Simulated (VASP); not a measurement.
# TiAl (Pm-3m) in VASP: further runs

TiAl is run at these levels: PBE0; tasks: single point.

Program: VASP 6.6.1. These are calculated values, not measurements. Logs are shortened: lines on timing, memory, paths and dates and some standing lists are left out, and cuts for length are marked.

### 1 The cell of the first run

It takes space group Pm-3m (No. 221, cubic). The conventional cell has a = 3.136 Å, b = 3.136 Å, c = 3.136 Å, α = 90.00°, β = 90.00°, γ = 90.00°. Ti (site symmetry m-3m) has 8 Al at 2.72 Å and 6 Ti at 3.14 Å within 3.6 Å. Within 3.6 Å of Al (site symmetry m-3m) lie 8 Ti at 2.72 Å and 6 Al at 3.14 Å.

### 2 Single point, PBE0

Input file POSCAR:

```
TiAl
1.0
    3.1360984087      0.0000000000      0.0000000000
    0.0000000000      3.1360984087      0.0000000000
    0.0000000000      0.0000000000      3.1360984087
Ti Al
1 1
Direct
    0.0000000000      0.0000000000      0.0000000000
    0.5000000000      0.5000000000      0.5000000000
```

Input file INCAR.step1:

```
PREC     = Accurate       # precision mode
ENCUT    = 520            # plane-wave cutoff, eV
EDIFF    = 1E-5           # SCF threshold, eV
ISMEAR   = -1             # smearing method
SIGMA    = 0.05           # smearing width, eV
LREAL    = F              # projectors in reciprocal space
LASPH    = T              # aspherical terms in the spheres
NELM     = 60             # most SCF steps
ALGO     = Normal         # electronic algorithm
ISIF     = 2              # what is computed and relaxed
LWAVE    = T              # write WAVECAR
LCHARG   = F              # write CHGCAR
NBANDS   = 14             # bands
GGA      = PE             # functional
```

Input file INCAR.step2:

```
PREC     = Accurate       # precision mode
ENCUT    = 520            # plane-wave cutoff, eV
EDIFF    = 1E-7           # SCF threshold, eV
ISMEAR   = -1             # smearing method
SIGMA    = 0.05           # smearing width, eV
LREAL    = F              # projectors in reciprocal space
LASPH    = T              # aspherical terms in the spheres
NELM     = 60             # most SCF steps
ALGO     = Normal         # electronic algorithm
ISIF     = 2              # what is computed and relaxed
LWAVE    = F              # write WAVECAR
LCHARG   = F              # write CHGCAR
GGA      = PE             # functional
LHFCALC  = T              # exact exchange
AEXX     = 0.25           # exact-exchange fraction
PRECFOCK = Normal       
NBANDS   = 14             # bands
ISTART   = 1
```

Input file KPOINTS:

```
Automatic mesh
0
Gamma
  4 4 4
```

Potentials or basis: VASP PAW PBE potentials, release 64 (Ti_sv, Al).

Launch:

```console
> cat potpaw_PBE.64/Ti_sv/POTCAR potpaw_PBE.64/Al/POTCAR > POTCAR
> cp INCAR.step1 INCAR
> mpirun -np 1 vasp_std > vasp.out
> cp INCAR.step2 INCAR
> mpirun -np 1 vasp_std > vasp.out
```

OUTCAR:

```text
PREC = Accurate
   ENCUT = 520
   EDIFF = 1E-7
   ISMEAR = -1
   LREAL = F
   LASPH = T
   NELM = 60
   ISIF = 2
   GGA = PE
   LHFCALC = T
   AEXX = 0.25
   PRECFOCK = Normal
   ISTART = 1

 ion  position               nearest neighbor table
   1  0.000  0.000  0.000-   2 2.72   2 2.72   2 2.72   2 2.72   2 2.72   2 2.72   2 2.72   2 2.72

   2  0.500  0.500  0.500-   1 2.72   1 2.72   1 2.72   1 2.72   1 2.72   1 2.72   1 2.72   1 2.72

  LATTYP: Found a simple cubic cell.
 ALAT       =     3.1360984087

  Lattice vectors:

 A1 = (   3.1360984087,   0.0000000000,   0.0000000000)
 A2 = (   0.0000000000,   3.1360984087,   0.0000000000)
 A3 = (   0.0000000000,   0.0000000000,   3.1360984087)

Analysis of symmetry for initial positions (statically):
=====================================================================
 Subroutine PRICEL returns:
 Original cell was already a primitive cell.

 Routine SETGRP: Setting up the symmetry group for a
 simple cubic supercell.

 Subroutine GETGRP returns: Found 48 space group operations
 (whereof 48 operations were pure point group operations)
 out of a pool of 48 trial point group operations.

The static configuration has the point symmetry O_h .

Analysis of symmetry for dynamics (positions and initial velocities):
=====================================================================
 Subroutine PRICEL returns:
 Original cell was already a primitive cell.

 Routine SETGRP: Setting up the symmetry group for a
 simple cubic supercell.

 Subroutine GETGRP returns: Found 48 space group operations
 (whereof 48 operations were pure point group operations)
 out of a pool of 48 trial point group operations.

The dynamic configuration has the point symmetry O_h .

 Subroutine INISYM returns: Found 48 space group operations
 (whereof 48 operations are pure point group operations),
 and found     1 'primitive' translations

----------------------------------------------------------------------------------------

                                     Primitive cell

  volume of cell :      30.8439

  direct lattice vectors                    reciprocal lattice vectors
     3.136098409  0.000000000  0.000000000     0.318867545  0.000000000  0.000000000
     0.000000000  3.136098409  0.000000000     0.000000000  0.318867545  0.000000000
     0.000000000  0.000000000  3.136098409     0.000000000  0.000000000  0.318867545

  length of vectors
     3.136098409  3.136098409  3.136098409     0.318867545  0.318867545  0.318867545

  position of ions in fractional coordinates (direct lattice)
     0.000000000  0.000000000  0.000000000
     0.500000000  0.500000000  0.500000000

  ion indices of the primitive-cell ions
   primitive index   ion index
                 1           1
                 2           2

----------------------------------------------------------------------------------------

 KPOINTS: Automatic mesh

Automatic generation of k-mesh.
 Grid dimensions read from file:
 generate k-points for:    4    4    4

 Generating k-lattice:

  Cartesian coordinates                     Fractional coordinates (reciprocal lattice)
     0.079716886  0.000000000  0.000000000     0.250000000  0.000000000  0.000000000
     0.000000000  0.079716886  0.000000000     0.000000000  0.250000000  0.000000000
     0.000000000  0.000000000  0.079716886     0.000000000  0.000000000  0.250000000

  Length of vectors
     0.079716886  0.079716886  0.079716886

  Shift w.r.t. Gamma in fractional coordinates (k-lattice)
     0.000000000  0.000000000  0.000000000

 Subroutine IBZKPT returns following result:
 ===========================================

 Found     10 irreducible k-points:

 Following reciprocal coordinates:
            Coordinates               Weight
  0.000000  0.000000  0.000000      1.000000
  0.250000  0.000000  0.000000      6.000000
  0.500000  0.000000  0.000000      3.000000
  0.250000  0.250000  0.000000     12.000000
  0.500000  0.250000  0.000000     12.000000
  0.500000  0.500000  0.000000      3.000000
  0.250000  0.250000  0.250000      8.000000
  0.500000  0.250000  0.250000     12.000000
  0.500000  0.500000  0.250000      6.000000
  0.500000  0.500000  0.500000      1.000000
   k-points           NKPTS =     10   k-points in BZ     NKDIM =     64   number of bands    NBANDS=     14
   number of dos      NEDOS =    301   number of ions     NIONS =      2
   total plane-waves  NPLWV =  13824
   dimension x,y,z NGX =    24 NGY =   24 NGZ =   24
   dimension x,y,z NGXF=    48 NGYF=   48 NGZF=   48
   ions per type =               1   1
   NGX,Y,Z   is equivalent  to a cutoff of  12.72, 12.72, 12.72 a.u.
   NGXF,Y,Z  is equivalent  to a cutoff of  25.45, 25.45, 25.45 a.u.
 SYSTEM =  unknown system
   PREC   = accura    normal or accurate (medium, high low for compatibility)
   ISTART =      1    job   : 0-new  1-cont  2-samecut
   ICHARG =      0    charge: 1-file 2-atom 10-const
   ISPIN  =      1    spin polarized calculation?
   LNONCOLLINEAR =      F non collinear calculations
   LSORBIT =      F    spin-orbit coupling
   LASPH  =      T    aspherical Exc in radial PAW
   ENCUT  =  520.0 eV  38.22 Ry    6.18 a.u.   5.83  5.83  5.83*2*pi/ulx,y,z
   NELM   =     60;   NELMIN=  2; NELMDL=  0     # of ELM steps
   EDIFF  = 0.1E-06   stopping-criterion for ELM
   LREAL  =      F    real-space projection
   EDIFFG = 0.1E-05   stopping-criterion for IOM
   NSW    =      0    number of steps for IOM
   IBRION =     -1    ionic relax: 0-MD 1-quasi-New 2-CG
   NFREE  =      0    steps in history (QN), initial steepest desc. (CG)
   ISIF   =      2    stress and relaxation
   ISYM   =      3    0-nonsym 1-usesym 2-fastsym
   POTIM  = 0.5000    time-step for ionic-motion
   TEBEG  =    0.0;   TEEND  =   0.0 temperature during run
   PSTRESS=    0.0 pullay stress
   NELECT =      15.0000    total number of electrons
   NUPDOWN=      -1.0000    fix difference up-down
   EMIN   =  10.00;   EMAX   =-10.00  energy-range for DOS
   EFERMI =   0.00;   METHOD = LEGACY
   ISMEAR =    -1;   SIGMA  =   0.05  broadening in eV -4-tet -1-fermi 0-gaus
   EFERMI_NEDOS =   21; number of points for ismear=-14 and -15
   IALGO  =     38    algorithm
   IMIX   =      1    mixing-type and parameters
     AMIX     =   0.40;   BMIX     =  1.00
     AMIX_MAG =   1.60;   BMIX_MAG =  1.00
  volume/ion in A,a.u.               =      15.42       104.07
  Fermi-wavevector in a.u.,A,eV,Ry     =   1.287406  2.432845 22.550493  1.657415
  Thomas-Fermi vector in A             =   2.419422
   LORBIT       =      0    0 simple, 1 ext, 2 COOP (PROOUT), +10 PAW based schemes
   GGA     = PE    functional components
   LHFCALC =     T    Hartree Fock is set to
   PRECFOCK=normal    Normal, Fast or Accurate (Low or Medium for compatibility)
   ENCUT4O =  -1.0   cutoff for four orbital integrals eV
   NKREDX  =     1    reduce k-point grid by
   NKREDY  =     1    reduce k-point grid by
   NKREDZ  =     1    reduce k-point grid by
   AEXX    =    0.2500 exact exchange contribution
   HFSCREEN=    0.0000 screening length (either q_TF or 0.3 A-1)
   HFSCREENC=   0.0000 screening length for correlation (either q_TF or 0.3 A-1)
   ENCUTFOCK=  -1.0 apply spherical cutoff to Coloumb kernel
   IVDW    =     0    specifies the selected vdW correction
   LEPSILON=     F    determine dielectric tensor
   LRPA    =     F    only Hartree local field effects (RPA)
 non-spin polarized calculation
  energy-cutoff  :      520.00
  volume of cell :       30.84
 maximum number of plane-waves:       847
 NGX is ok and might be reduce to    24
  NGX = 18; NGY = 18; NGZ = 18

 number of electron      14.9999994 magnetization

 Free energy of the ion-electron system (eV)
  ---------------------------------------------------
  ext. energy  EPLUGINS =         0.00000000
  ---------------------------------------------------
  free energy    TOTEN  =       -15.54212617 eV

  energy without entropy =      -15.53148655  energy(sigma->0) =      -15.53680636

 E-fermi :   9.3750     XC(G=0):  -8.8674

 val. band max:        8.8810543515   @ k =   0.2500   0.2500   0.2500
 cond. band min:       9.4300901371   @ k =   0.5000   0.2500   0.2500
 fundamental gap:      0.5490357856
 Fermi energy:         9.3749953459

 k-point     1 :       0.0000    0.0000    0.0000
  band No.  band energies     occupation
      1     -53.1434      2.00000
      2     -27.6602      2.00000
      3     -27.6602      2.00000
      4     -27.6602      2.00000
      5      -2.1391      2.00000
      6       6.7144      2.00000
      7       6.7144      2.00000
      8      12.2461      0.00000
      9      12.2461      0.00000
     10      12.2461      0.00000
     11      14.7363      0.00000
     12      14.7363      0.00000
     13      14.7363      0.00000
     14      19.5747      0.00000

 k-point     2 :       0.2500    0.0000    0.0000
  band No.  band energies     occupation
      1     -53.1329      2.00000
      2     -27.7829      2.00000
      3     -27.6502      2.00000
      4     -27.6502      2.00000
      5      -1.0063      2.00000
      6       5.6994      2.00000
      7       7.2370      2.00000
      8      10.9282      0.00000
      9      10.9282      0.00000
     10      12.3649      0.00000
     11      12.9304      0.00000
     12      16.8043      0.00000
     13      16.8043      0.00000
     14      18.1574      0.00000

 k-point     3 :       0.5000    0.0000    0.0000
  band No.  band energies     occupation
      1     -53.1225      2.00000
      2     -27.9019      2.00000
      3     -27.6404      2.00000
      4     -27.6404      2.00000
      5       1.7021      2.00000
      6       2.4540      2.00000
      7       7.8258      2.00000
      8      10.1301      0.00000
      9      10.1301      0.00000
     10      12.4939      0.00000
     11      13.2471      0.00000
     12      16.6873      0.00000
     13      19.9678      0.00000
     14      19.9678      0.00000
[... 86 lines left out ...]
 k-point     9 :       0.5000    0.5000    0.2500
  band No.  band energies     occupation
      1     -53.0934      2.00000
      2     -27.8442      2.00000
      3     -27.8442      2.00000
      4     -27.7260      2.00000
      5       3.7755      2.00000
      6       5.5788      2.00000
      7       5.5788      2.00000
      8       8.5175      2.00000
      9      11.7475      0.00000
     10      11.7475      0.00000
     11      12.9422      0.00000
     12      13.4558      0.00000
     13      14.9118      0.00000
     14      17.6730      0.00000

 k-point    10 :       0.5000    0.5000    0.5000
  band No.  band energies     occupation
      1     -53.0844      2.00000
      2     -27.8268      2.00000
      3     -27.8268      2.00000
      4     -27.8268      2.00000
      5       5.0895      2.00000
      6       5.0895      2.00000
      7       5.0895      2.00000
      8      10.8376      0.00000
      9      12.8216      0.00000
     10      12.8216      0.00000
     11      12.8216      0.00000
     12      12.9435      0.00000
     13      12.9435      0.00000
     14      17.4733      0.00000

------------------------ aborting loop because EDIFF is reached ----------------------------------------

  FORCE on cell =-STRESS in cart. coord.  units (eV):
  Direction    XX          YY          ZZ          XY          YZ          ZX
  --------------------------------------------------------------------------------------
  -------------------------------------------------------------------------------------
  Total        0.8021481      0.8021481      0.8021481      0.0000000      0.0000000      0.0000000
  in kB       41.6673691     41.6673691     41.6673691      0.0000000      0.0000000      0.0000000
  external PRESSURE =      41.6673691 kB  Pullay stress =       0.0000000 kB

 VOLUME and BASIS-vectors are now :
 -----------------------------------------------------------------------------
  energy-cutoff  :      520.00
  volume of cell :       30.84
      direct lattice vectors                 reciprocal lattice vectors
     3.136098409  0.000000000  0.000000000     0.318867545  0.000000000  0.000000000
     0.000000000  3.136098409  0.000000000     0.000000000  0.318867545  0.000000000
     0.000000000  0.000000000  3.136098409     0.000000000  0.000000000  0.318867545

 POSITION                                       TOTAL-FORCE (eV/Angst)
 -----------------------------------------------------------------------------------
      0.00000      0.00000      0.00000         0.000000      0.000000      0.000000
      1.56805      1.56805      1.56805         0.000000      0.000000      0.000000
 -----------------------------------------------------------------------------------
    total drift:                               -0.000000      0.000000     -0.000000

  FREE ENERGIE OF THE ION-ELECTRON SYSTEM (eV)
  ---------------------------------------------------
  free  energy   TOTEN  =       -15.5421261694 eV

  energy  without entropy=      -15.5314865455  energy(sigma->0) =      -15.53680636
```

It took 12 min on 1 thread of Intel Xeon 8259CL, shared host; peak memory 0.14 GiB.

Results:

- Free energy: -15.5421 eV
- Pressure: 4.2 GPa
- Band gap on the k mesh: zero (an odd number of electrons rules out a gap without spin polarisation)

Levels at points of the mesh, in eV from the Fermi level:
| k point | band 3 | band 4 | band 5 | band 6 | band 7 | band 8 | band 9 | band 10 | band 11 | band 12 |
| --- | --- | --- | --- | --- | --- | --- | --- | --- | --- | --- |
| (0.00, 0.00, 0.00) | -37.04 | -37.04 | -11.51 | -2.66 | -2.66 | 2.87 | 2.87 | 2.87 | 5.36 | 5.36 |
| (0.50, 0.00, 0.00) | -37.02 | -37.02 | -7.67 | -6.92 | -1.55 | 0.76 | 0.76 | 3.12 | 3.87 | 7.31 |
| (0.50, 0.50, 0.00) | -37.24 | -37.00 | -6.44 | -3.22 | -3.22 | -2.57 | 1.49 | 1.49 | 3.54 | 5.76 |
| (0.50, 0.50, 0.50) | -37.20 | -37.20 | -4.29 | -4.29 | -4.29 | 1.46 | 3.45 | 3.45 | 3.45 | 3.57 |

Caveat: the k points lie up to 0.50 Å⁻¹ apart, too coarse for converged energies and pressures of a metal; the PAW data sets were made with another functional, which shifts forces and pressure a little.

### 3 Single point, PBE0

This run uses another cell than the first one, of 15.74 Å³/atom.

Input file POSCAR:

```
TiAl
1.0
    3.1577273571      0.0000000000      0.0000000000
    0.0000000000      3.1577273571      0.0000000000
    0.0000000000      0.0000000000      3.1577273571
Ti Al
1 1
Direct
    0.0000000000      0.0000000000      0.0000000000
    0.5000000000      0.5000000000      0.5000000000
```

Input file INCAR.step1:

```
SYSTEM = TiAl
  ALGO = Normal
  EDIFF = 1E-5
  ENCUT = 520
  GGA = PE
  ISIF = 2
  ISMEAR = -1
  LASPH = .TRUE.
  LCHARG = .FALSE.
  LREAL = .FALSE.
  LWAVE = .TRUE.
  NBANDS = 14
  NELM = 60
  PREC = Accurate
  SIGMA = 0.05
```

Input file INCAR.step2:

```
SYSTEM = TiAl
  AEXX = 0.25
  ALGO = Normal
  EDIFF = 1E-7
  ENCUT = 520
  GGA = PE
  ISIF = 2
  ISMEAR = -1
  ISTART = 1
  LASPH = .TRUE.
  LCHARG = .FALSE.
  LHFCALC = .TRUE.
  LREAL = .FALSE.
  LWAVE = .FALSE.
  NBANDS = 14
  NELM = 60
  PREC = Accurate
  PRECFOCK = Normal
  SIGMA = 0.05
```

Input file KPOINTS:

```
k-points
0
G
  4 4 4
  0 0 0
```

Potentials or basis: VASP PAW PBE potentials, release 64 (Ti_sv, Al).

Launch:

```console
> cat potpaw_PBE.64/Ti_sv/POTCAR potpaw_PBE.64/Al/POTCAR > POTCAR
> cp INCAR.step1 INCAR
> mpirun -np 1 vasp_std > vasp.out
> cp INCAR.step2 INCAR
> mpirun -np 1 vasp_std > vasp.out
```

Run time: 9.4 min. Hardware: 1 thread of Intel Xeon 8259CL, shared host; peak memory 0.15 GiB.

It converged, with:

```
Free energy            : -15.5534 eV
Pressure               : 1.4 GPa
Band gap on the k mesh : zero (an odd number of electrons rules out a gap without spin polarisation)
```

Levels at points of the mesh, in eV from the Fermi level:
```
           k point  band 5  band 6  band 7  band 8  band 9  band 10
(0.00, 0.00, 0.00)  -11.40   -2.60   -2.60    2.82    2.82     2.82
(0.50, 0.00, 0.00)   -7.63   -6.84   -1.52    0.75    0.75     3.06
(0.50, 0.50, 0.00)   -6.37   -3.21   -3.21   -2.54    1.48     1.48
(0.50, 0.50, 0.50)   -4.20   -4.20   -4.20    1.33    3.38     3.38
```

Caveat: the k points lie up to 0.50 Å⁻¹ apart, too coarse for converged energies and pressures of a metal; the PAW data sets were made with another functional, which shifts forces and pressure a little.

(Continued in part 2 of 2.)
